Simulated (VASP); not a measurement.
Here is a VASP 6.6.1 calculation.

File POSCAR:

```
Al
1.0
    4.4916000000      0.0000000000      0.0000000000
   -2.2458000000      3.8898400000      0.0000000000
    0.0000000000      0.0000000000      2.7226000000
Al
2
Direct
    0.3333300000      0.6666700000      0.0000000000
    0.6666700000      0.3333300000      0.0000000000
```

File INCAR.step1:

```
SYSTEM = Al
  ALGO = Normal
  EDIFF = 1E-5
  EDIFFG = -0.005
  ENCUT = 500
  GGA = PE
  GGA_COMPAT = .FALSE.
  IBRION = 2
  ISIF = 3
  ISMEAR = -1
  KPAR = 8
  LASPH = .TRUE.
  LCHARG = .FALSE.
  LREAL = .FALSE.
  LWAVE = .TRUE.
  NBANDS = 10
  NELM = 120
  NELMIN = 4
  NSW = 100
  PREC = Accurate
  SIGMA = 0.05
```

The input INCAR.step2:

```
SYSTEM = Al
  AEXX = 0.25
  ALGO = Normal
  EDIFF = 1E-7
  EDIFFG = -0.01
  ENCUT = 500
  GGA = PS
  GGA_COMPAT = .FALSE.
  IBRION = 2
  ISIF = 3
  ISMEAR = -1
  ISTART = 1
  KPAR = 8
  LASPH = .TRUE.
  LCHARG = .FALSE.
  LHFCALC = .TRUE.
  LREAL = .FALSE.
  LWAVE = .FALSE.
  NELM = 120
  NELMIN = 4
  NSW = 60
  PREC = Accurate
  PRECFOCK = Normal
  SIGMA = 0.05
```

KPOINTS

```
k-points
0
G
  4 4 5
  0 0 0
```

Potentials or basis: VASP PAW PBE potentials, release 64 (Al).

Run with:

```sh
$ cat potpaw_PBE.64/Al/POTCAR > POTCAR
$ cp INCAR.step1 INCAR
$ mpirun -np 8 vasp_std > vasp.out
$ cp INCAR.step2 INCAR
$ mpirun -np 8 vasp_std > vasp.out
```

Problem. Predict the band gap on the k mesh.

Solution. Zero (bands 3 and 4 overlap by 2.75 eV).

Problem. Predict the relaxed cell.

Solution. a = 4.449 Å, b = 4.449 Å, c = 2.820 Å, α = 90.00°, β = 90.00°, γ = 119.79°.

Problem. Estimate the space group after relaxing (to 0.1 Å).

Solution. P6/mmm (No. 191).

The path:
| step | energy change (eV) | largest force (eV/Å) | pressure (GPa) | volume (Å³) |
| --- | --- | --- | --- | --- |
| 1 | 0.0000 | 0.1125 | 0.69 | 47.57 |
| 2 | -0.0322 | 0.0107 | 0.48 | 48.22 |
| 3 | -0.0367 | 0.0410 | 0.43 | 48.05 |
| 4 | -0.0367 | 0.0395 | 0.43 | 48.06 |
| 5 | -0.0374 | 0.0212 | -0.04 | 48.51 |
| 6 | -0.0374 | 0.0209 | -0.05 | 48.51 |
| 7 | -0.0375 | 0.0158 | -0.03 | 48.50 |
| 8 | -0.0376 | 0.0059 | 0.00 | 48.46 |
| 9 | -0.0376 | 0.0019 | 0.02 | 48.45 |

Caveat: the k points lie up to 0.45 Å⁻¹ apart in the final cell, too coarse for converged energies and pressures of a metal; the PAW data sets were made with another functional, which shifts forces and pressure a little.
